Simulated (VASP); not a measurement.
# TaC2 (P6/mmm) in VASP: notebook

TaC2 is run at these levels: PBE; tasks: single point, relaxation of cell and atoms.

Everything below comes from runs of VASP 6.6.1. Logs are shortened: lines on timing, memory, paths and dates and some standing lists are left out, and cuts for length are marked.

### 1 The cell of the first run

The structure is hexagonal, space group P6/mmm (No. 191). Conventional cell: a = 3.793 Å, b = 3.793 Å, c = 3.168 Å, α = 90.00°, β = 90.00°, γ = 120.00°. Within 2.9 Å of Ta (site symmetry 6/mmm) lie 6 C at 2.19 Å. C (site symmetry -6m2) has 3 Ta at 2.19 Å and 3 C at 2.19 Å within 2.9 Å.

### 2 Single point, PBE

The input, INCAR:

```
SYSTEM = TaC2
ALGO = Normal
EDIFF = 1E-6
ENCUT = 520
GGA = PE
ISIF = 2
ISMEAR = 0
LASPH = .True.
LCHARG = .False.
LREAL = .False.
LWAVE = .False.
NBANDS = 16
NELM = 80
PREC = Accurate
SIGMA = 0.1
```

The input, KPOINTS:

```
k-points
0
Gamma
  6 6 6
  0 0 0
```

The input, POSCAR:

```
TaC2
1.0
    3.7932748585      0.0000000026      0.0000000000
   -1.8966374315      3.2850723897      0.0000000000
    0.0000000000      0.0000000000      3.1684278113
Ta C
1 2
Direct
    0.0000000000      0.0000000000      0.5000000000
    0.3333333333      0.6666666667      0.5000000000
    0.6666666667      0.3333333333      0.5000000000
```

Potentials or basis: VASP PAW PBE potentials, release 64 (Ta_pv, C).

Launch:

```console
$ cat potpaw_PBE.64/Ta_pv/POTCAR potpaw_PBE.64/C/POTCAR > POTCAR
$ mpirun -np 1 vasp_std > vasp.out
```

OUTCAR:

```text
SYSTEM = TaC2
   EDIFF = 1E-6
   ENCUT = 520
   GGA = PE
   ISIF = 2
   ISMEAR = 0
   LASPH = .True.
   LREAL = .False.
   NELM = 80
   PREC = Accurate

 ion  position               nearest neighbor table
   1  0.000  0.000  0.500-   2 2.19   3 2.19   3 2.19   2 2.19   3 2.19   2 2.19
   2  0.333  0.667  0.500-   1 2.19   1 2.19   1 2.19
   3  0.667  0.333  0.500-   1 2.19   1 2.19   1 2.19

  LATTYP: Found a hexagonal cell.
 ALAT       =     3.7932748585
 C/A-ratio  =     0.8352750406

  Lattice vectors:

 A1 = (   3.7932748585,   0.0000000026,   0.0000000000)
 A2 = (  -1.8966374315,   3.2850723897,   0.0000000000)
 A3 = (   0.0000000000,   0.0000000000,   3.1684278113)

Analysis of symmetry for initial positions (statically):
=====================================================================
 Subroutine PRICEL returns:
 Original cell was already a primitive cell.

 Routine SETGRP: Setting up the symmetry group for a
 hexagonal supercell.

 Subroutine GETGRP returns: Found 24 space group operations
 (whereof 24 operations were pure point group operations)
 out of a pool of 24 trial point group operations.

The static configuration has the point symmetry D_6h.

Analysis of symmetry for dynamics (positions and initial velocities):
=====================================================================
 Subroutine PRICEL returns:
 Original cell was already a primitive cell.

 Routine SETGRP: Setting up the symmetry group for a
 hexagonal supercell.

 Subroutine GETGRP returns: Found 24 space group operations
 (whereof 24 operations were pure point group operations)
 out of a pool of 24 trial point group operations.

The dynamic configuration has the point symmetry D_6h.

 Subroutine INISYM returns: Found 24 space group operations
 (whereof 24 operations are pure point group operations),
 and found     1 'primitive' translations

----------------------------------------------------------------------------------------

                                     Primitive cell

  volume of cell :      39.4824

  direct lattice vectors                    reciprocal lattice vectors
     3.793274858  0.000000003  0.000000000     0.263624450  0.152203648  0.000000000
    -1.896637432  3.285072390  0.000000000    -0.000000000  0.304407295  0.000000000
     0.000000000  0.000000000  3.168427811     0.000000000  0.000000000  0.315613945

  length of vectors
     3.793274858  3.793274859  3.168427811     0.304407295  0.304407295  0.315613945

  position of ions in fractional coordinates (direct lattice)
     0.000000000  0.000000000  0.500000000
     0.333333333  0.666666667  0.500000000
     0.666666667  0.333333333  0.500000000

  ion indices of the primitive-cell ions
   primitive index   ion index
                 1           1
                 2           2
                 3           3

----------------------------------------------------------------------------------------

 KPOINTS: k-points

Automatic generation of k-mesh.
 Grid dimensions read from file:
 generate k-points for:    6    6    6

 Generating k-lattice:

  Cartesian coordinates                     Fractional coordinates (reciprocal lattice)
     0.043937408  0.025367275  0.000000000     0.166666667  0.000000000  0.000000000
    -0.000000000  0.050734549  0.000000000     0.000000000  0.166666667  0.000000000
     0.000000000  0.000000000  0.052602324     0.000000000  0.000000000  0.166666667

  Length of vectors
     0.050734549  0.050734549  0.052602324

  Shift w.r.t. Gamma in fractional coordinates (k-lattice)
     0.000000000  0.000000000  0.000000000

 Subroutine IBZKPT returns following result:
 ===========================================

 Found     28 irreducible k-points:

 Following reciprocal coordinates:
            Coordinates               Weight
  0.000000  0.000000  0.000000      1.000000
  0.166667  0.000000  0.000000      6.000000
  0.333333  0.000000  0.000000      6.000000
  0.500000  0.000000  0.000000      3.000000
  0.166667  0.166667  0.000000      6.000000
  0.333333  0.166667  0.000000     12.000000
[... 16 lines left out ...]
  0.166667  0.000000  0.500000      6.000000
  0.333333  0.000000  0.500000      6.000000
 [... further k-points ...]
   k-points           NKPTS =     28   k-points in BZ     NKDIM =     28   number of bands    NBANDS=     16
   number of dos      NEDOS =    301   number of ions     NIONS =      3
   total plane-waves  NPLWV =  18816
   dimension x,y,z NGX =    28 NGY =   28 NGZ =   24
   dimension x,y,z NGXF=    56 NGYF=   56 NGZF=   48
   ions per type =               1   2
   NGX,Y,Z   is equivalent  to a cutoff of  12.27, 12.27, 12.59 a.u.
   NGXF,Y,Z  is equivalent  to a cutoff of  24.54, 24.54, 25.19 a.u.
 SYSTEM =  TaC2
   PREC   = accura    normal or accurate (medium, high low for compatibility)
   ISTART =      0    job   : 0-new  1-cont  2-samecut
   ICHARG =      2    charge: 1-file 2-atom 10-const
   ISPIN  =      1    spin polarized calculation?
   LNONCOLLINEAR =      F non collinear calculations
   LSORBIT =      F    spin-orbit coupling
   LASPH  =      T    aspherical Exc in radial PAW
   ENCUT  =  520.0 eV  38.22 Ry    6.18 a.u.   7.05  7.05  5.89*2*pi/ulx,y,z
   NELM   =     80;   NELMIN=  2; NELMDL= -5     # of ELM steps
   EDIFF  = 0.1E-05   stopping-criterion for ELM
   LREAL  =      F    real-space projection
[... 7 lines left out ...]
   TEBEG  =    0.0;   TEEND  =   0.0 temperature during run
   PSTRESS=    0.0 pullay stress
   NELECT =      19.0000    total number of electrons
   NUPDOWN=      -1.0000    fix difference up-down
   EMIN   =  10.00;   EMAX   =-10.00  energy-range for DOS
   EFERMI =   0.00;   METHOD = LEGACY
   ISMEAR =     0;   SIGMA  =   0.10  broadening in eV -4-tet -1-fermi 0-gaus
   EFERMI_NEDOS =   21; number of points for ismear=-14 and -15
   IALGO  =     38    algorithm
   IMIX   =      4    mixing-type and parameters
     AMIX     =   0.40;   BMIX     =  1.00
     AMIX_MAG =   1.60;   BMIX_MAG =  1.00
  volume/ion in A,a.u.               =      13.16        88.81
  Fermi-wavevector in a.u.,A,eV,Ry     =   1.282897  2.424323 22.392793  1.645824
  Thomas-Fermi vector in A             =   2.415181
   LORBIT       =      0    0 simple, 1 ext, 2 COOP (PROOUT), +10 PAW based schemes
   GGA     = PE    functional components
   LHFCALC =     F    Hartree Fock is set to
   AEXX    =    0.0000 exact exchange contribution
   IVDW    =     0    specifies the selected vdW correction
   LEPSILON=     F    determine dielectric tensor
   LRPA    =     F    only Hartree local field effects (RPA)
 non-spin polarized calculation
 Gauss-broadening in eV      SIGMA  =   0.10
  energy-cutoff  :      520.00
  volume of cell :       39.48
 maximum number of plane-waves:      1078
   NGX = 15   NGY = 15   NGZ = 11

 number of electron      18.9999998 magnetization

 Free energy of the ion-electron system (eV)
  ---------------------------------------------------
  ext. energy  EPLUGINS =         0.00000000
  ---------------------------------------------------
  free energy    TOTEN  =       -23.76124986 eV

  energy without entropy =      -23.75241686  energy(sigma->0) =      -23.75683336

 E-fermi :   3.9403     XC(G=0): -11.2616

 val. band max:        3.8795748285   @ k =   0.3333   0.1667   0.3333
 cond. band min:       3.9605839281   @ k =   0.3333   0.1667   0.5000
 fundamental gap:      0.0810090996
 Fermi energy:         3.9403184592

 k-point     1 :       0.0000    0.0000    0.0000
  band No.  band energies     occupation
      1     -30.0744      2.00000
      2     -30.0744      2.00000
      3     -30.0526      2.00000
      4      -9.5314      2.00000
      5      -1.8969      2.00000
      6      -1.8969      2.00000
[... 8 lines left out ...]
     15      14.0767      0.00000
     16      14.0770      0.00000

 k-point     2 :       0.1667    0.0000    0.0000
  band No.  band energies     occupation
      1     -30.1060      2.00000
      2     -30.0828      2.00000
      3     -30.0505      2.00000
      4      -9.0903      2.00000
      5      -3.6778      2.00000
      6      -1.4805      2.00000
[... 8 lines left out ...]
     15      13.8045      0.00000
     16      14.0238      0.00000

 k-point     3 :       0.3333    0.0000    0.0000
  band No.  band energies     occupation
      1     -30.1685      2.00000
      2     -30.0995      2.00000
      3     -30.0464      2.00000
      4      -7.9250      2.00000
      5      -5.1882      2.00000
      6      -0.3534      2.00000
[... 8 lines left out ...]
     15      12.4166      0.00000
     16      12.5283      0.00000

 k-point     4 :       0.5000    0.0000    0.0000
  band No.  band energies     occupation
      1     -30.1994      2.00000
      2     -30.1079      2.00000
      3     -30.0444      2.00000
      4      -6.6105      2.00000
      5      -6.3843      2.00000
      6       0.6380      2.00000
[... 8 lines left out ...]
     15      10.4073      0.00000
     16      11.9475      0.00000

 k-point     5 :       0.1667    0.1667    0.0000
  band No.  band energies     occupation
      1     -30.1473      2.00000
      2     -30.1012      2.00000
      3     -30.0474      2.00000
      4      -8.2788      2.00000
      5      -4.7658      2.00000
      6      -0.9474      2.00000
[... 8 lines left out ...]
     15      12.8738      0.00000
     16      13.2846      0.00000

 k-point     6 :       0.3333    0.1667    0.0000
  band No.  band energies     occupation
      1     -30.1840      2.00000
      2     -30.1235      2.00000
      3     -30.0444      2.00000
      4      -6.9692      2.00000
      5      -5.7857      2.00000
      6      -1.0301      2.00000
[... 8 lines left out ...]
     15      11.2914      0.00000
     16      12.2551      0.00000
[... 267 lines left out ...]
 k-point    21 :       0.3333    0.3333    0.3333
  band No.  band energies     occupation
      1     -30.2571      2.00000
      2     -30.1408      2.00000
      3     -30.1408      2.00000
      4      -5.6290      2.00000
      5      -5.6290      2.00000
      6      -1.7460      2.00000
[... 8 lines left out ...]
     15      11.4154      0.00000
     16      11.4154      0.00000

 k-point    22 :       0.0000    0.0000    0.5000
  band No.  band energies     occupation
      1     -30.3399      2.00000
      2     -30.0475      2.00000
      3     -30.0475      2.00000
      4      -8.7639      2.00000
      5      -1.5508      2.00000
      6      -1.5508      2.00000
[... 8 lines left out ...]
     15      11.6120      0.00000
     16      14.1685      0.00000

 k-point    23 :       0.1667    0.0000    0.5000
  band No.  band energies     occupation
      1     -30.3369      2.00000
      2     -30.0778      2.00000
      3     -30.0556      2.00000
      4      -8.3265      2.00000
      5      -3.1777      2.00000
      6      -1.1232      2.00000
[... 8 lines left out ...]
     15      11.4479      0.00000
     16      14.1203      0.00000

 k-point    24 :       0.3333    0.0000    0.5000
  band No.  band energies     occupation
      1     -30.3310      2.00000
      2     -30.1376      2.00000
      3     -30.0718      2.00000
      4      -7.1817      2.00000
      5      -4.5947      2.00000
      6      -0.5426      2.00000
[... 8 lines left out ...]
     15      10.7135      0.00000
     16      12.6544      0.00000

 [... further k-points ...]
[... 5 lines left out ...]
  --------------------------------------------------------------------------------------
  -------------------------------------------------------------------------------------
  Total        0.1215421      0.1215421     -0.0525512      0.0000000      0.0000000      0.0000000
  in kB        4.9321285      4.9321285     -2.1325036      0.0000000      0.0000000      0.0000000
  external PRESSURE =       2.5772511 kB  Pullay stress =       0.0000000 kB

 VOLUME and BASIS-vectors are now :
 -----------------------------------------------------------------------------
  energy-cutoff  :      520.00
  volume of cell :       39.48
      direct lattice vectors                 reciprocal lattice vectors
     3.793274858  0.000000003  0.000000000     0.263624450  0.152203648  0.000000000
    -1.896637432  3.285072390  0.000000000    -0.000000000  0.304407295  0.000000000
     0.000000000  0.000000000  3.168427811     0.000000000  0.000000000  0.315613945

 POSITION                                       TOTAL-FORCE (eV/Angst)
 -----------------------------------------------------------------------------------
      0.00000      0.00000      1.58421         0.000000     -0.000000      0.000000
     -0.00000      2.19005      1.58421         0.000000      0.000000     -0.000000
      1.89664      1.09502      1.58421        -0.000000     -0.000000      0.000000
 -----------------------------------------------------------------------------------
    total drift:                               -0.000000      0.000000     -0.000000

  FREE ENERGIE OF THE ION-ELECTRON SYSTEM (eV)
  ---------------------------------------------------
  free  energy   TOTEN  =       -23.7612498629 eV

  energy  without entropy=      -23.7524168624  energy(sigma->0) =      -23.75683336
```

Wall time 14 s (1 thread of AMD EPYC 7R13 (Zen 3), shared host); peak memory 0.13 GiB.

What came out:

* Free energy: -23.7612 eV
* Pressure: 0.3 GPa

Stress tensor (GPa, compression positive):
```
 0.49  0.00  0.00
 0.00  0.49  0.00
 0.00  0.00 -0.21
```

Caveat: spin-orbit coupling is left out, which moves the levels of the heavy elements.

[end of part 1 of 2]
